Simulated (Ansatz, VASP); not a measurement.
SnO2 in VASP and in Ansatz

INCAR

```
  ALGO = Normal
  EDIFF = 1E-6
  ENCUT = 520
  GGA = PE
  ISIF = 2
  ISMEAR = 0
  IVDW = 12
  LASPH = T
  LCHARG = F
  LREAL = F
  LWAVE = F
  NBANDS = 35
  NELM = 60
  PREC = Accurate
  SIGMA = 0.05
```

KPOINTS

```
k-points
0
Gamma
  12 12 4
```

POSCAR

```
SnO2
1.0
    3.2115702651      0.0000000000      0.0000000000
   -1.6057851326      2.7813014356      0.0000000000
    0.0000000000      0.0000000000     11.6997256283
Sn O
2 4
Direct
    0.0000000000      0.0000000000      0.5000000000
    0.0000000000      0.0000000000      0.0000000000
    0.6666666667      0.3333333333      0.4018666787
    0.6666666667      0.3333333333      0.0981333213
    0.3333333333      0.6666666667      0.5981333213
    0.3333333333      0.6666666667      0.9018666787
```

Input for Ansatz:

```yaml
crystal:
  lattice:
    - [3.2115702651, 0.0, 0.0]
    - [-1.6057851326, 2.7813014356, 0.0]
    - [0.0, 0.0, 11.6997256283]
  atoms:
    - { symbol: Sn, position: [0.0, 0.0, 0.5] }
    - { symbol: Sn, position: [0.0, 0.0, 0.0] }
    - { symbol: O, position: [0.6666666667, 0.3333333333, 0.4018666787] }
    - { symbol: O, position: [0.6666666667, 0.3333333333, 0.0981333213] }
    - { symbol: O, position: [0.3333333333, 0.6666666667, 0.5981333213] }
    - { symbol: O, position: [0.3333333333, 0.6666666667, 0.9018666787] }
basis:
  ecutwfc: 420
kpoints:
  mp_grid: { grid: [12, 12, 4] }
hamiltonian:
  xc: pbe
  dispersion: d3bj
scf:
  occupations: { method: gaussian, width: 0.05 }
output:
  forces: true
  stress: true
  eigenvalues: true
```

Change from the starting cell: strain +0.1312 x Voigt [0, 0, 1, 0, 0, 0], atoms carried along.

Alike in both runs: task single point; functional PBE; dispersion D3(BJ); k mesh 12 × 12 × 4; occupations gaussian, width 0.05 eV; no spin polarisation.

|  | VASP | Ansatz |
| --- | --- | --- |
| version | VASP 6.6.1 | Ansatz 0.2.0 |
| potentials or method | VASP PAW PBE potentials, release 64 (Sn_d, O), cutoff 520 eV | scalar-relativistic, plane waves, PAW |
| valence electrons in the cell | 52 | 52 |

Ansatz gave:

| Quantity | Value |
| --- | --- |
| gap on the k mesh at the Fermi level (eV) | 2.20 |
| least direct gap on the mesh (eV) | 2.47 |
| pressure (GPa) | -8.1 |
| traceless stress, the component that is largest in VASP (GPa) | -4.16 |
| rms of the force components (eV/Å) | 0.757 |

Task: Which values does VASP return?

Result: gap on the k mesh at the Fermi level (eV): 2.18; least direct gap on the mesh (eV): 2.44; pressure (GPa): -7.7; traceless stress, the component that is largest in VASP (GPa): -4.33; rms of the force components (eV/Å): 0.731.

Atom by atom the forces differ by 0.026 eV/Å (rms over components).
